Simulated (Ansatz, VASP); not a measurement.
## CuI: VASP beside Ansatz

INCAR

```
SYSTEM = CuI
  ALGO = Normal
  EDIFF = 1E-6
  ENCUT = 520
  GGA = CA
  ISIF = 2
  ISMEAR = 0
  LASPH = .TRUE.
  LCHARG = .FALSE.
  LREAL = .FALSE.
  LWAVE = .FALSE.
  NBANDS = 16
  NELM = 100
  PREC = Accurate
  SIGMA = 0.01
```

File KPOINTS:

```
k-points
0
G
  3 3 3
  0 0 0
```

Contents of POSCAR:

```
CuI
1.0
    0.0000000000      3.0315000000      3.0315000000
    3.0315000000      0.0000000000      3.0315000000
    3.0315000000      3.0315000000      0.0000000000
Cu I
1 1
Direct
    0.2500000000      0.2500000000      0.2500000000
    0.0000000000      0.0000000000      0.0000000000
```

Input for Ansatz:

```yaml
crystal:
  lattice:
    - [0.0, 3.0315, 3.0315]
    - [3.0315, 0.0, 3.0315]
    - [3.0315, 3.0315, 0.0]
  atoms:
    - { symbol: Cu, position: [0.25, 0.25, 0.25] }
    - { symbol: I, position: [0.0, 0.0, 0.0] }
accuracy: medium
basis:
  ecutwfc: 530.0
kpoints:
  mp_grid:
    grid: [3, 3, 3]
    shift: [0.0, 0.0, 0.0]
hamiltonian:
  xc: lda
scf:
  n_extra_bands: 2
  convergence:
    dr2_threshold: 1.0e-05
  lower_state_search: light
  occupations:
    method: fixed
output:
  forces: true
```

Alike in both runs: task single point; functional LDA; k mesh 3 × 3 × 3; no spin polarisation.

|  | VASP | Ansatz |
| --- | --- | --- |
| version | VASP 6.6.1 | Ansatz 0.2.0 |
| potentials or method | VASP PAW LDA potentials, release 64 (Cu, I), cutoff 520 eV | plane waves, PAW |
| occupations | gaussian, width 0.01 eV | fixed |
| valence electrons in the cell | 18 | 36 |

```tsv
	VASP	Ansatz	Ansatz less VASP
gap on the k mesh at the Fermi level (eV)	0.98	0.92	-0.058
```

LDA's correlation is that of Perdew and Zunger in VASP and of Perdew and Wang (1992) in Ansatz. VASP's potentials hold 18 valence electrons a cell and Ansatz's 36, so a difference there can come from the potentials and not from the codes. Ansatz's warnings: force scf threshold loose.

The k mesh is coarse, so the values compare programs but aren't converged. Spin-orbit coupling is off throughout.
